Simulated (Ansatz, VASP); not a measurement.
Two plane-wave programs on MgO

```
Mg O
1.0
     0.00000    2.00175    2.00175
     2.00175    0.00000    2.00175
     2.00175    2.00175    0.00000
Mg O
1 1
Direct
  0.00000 0.00000 0.00000
  0.50000 0.50000 0.50000
```

Change from the starting cell: strain -0.050 along x and y, -0.050 along z, atoms carried along.

Alike in both runs: task single point; functional PBEsol; k mesh 10 × 10 × 10; occupations gaussian, width 0.05 eV; no spin polarisation.

|  | VASP | Ansatz |
| --- | --- | --- |
| version | VASP 6.6.1 | Ansatz 0.2.0 |
| potentials or method | VASP PAW PBE potentials, release 64 (Mg, O), cutoff 520 eV | scalar-relativistic, plane waves, PAW |
| valence electrons in the cell | 8 | 16 |

VASP gave:

```
gap on the k mesh at the Fermi level (eV) : 6.26
least direct gap on the mesh (eV)         : 6.26
pressure (GPa)                            : 33.2
```

**Question.** Which values does Ansatz return?

**Answer.** gap on the k mesh at the Fermi level (eV): 6.25; least direct gap on the mesh (eV): 6.25; pressure (GPa): 33.3.

VASP's potentials were made for PBE, not for PBEsol. Both programs put the cell under a high pressure, so it lies far from rest at this level. The functional is the same, so the differences come from potentials, cutoffs and numerics. VASP's potentials hold 8 valence electrons a cell and Ansatz's 16, so a difference there can come from the potentials and not from the codes.
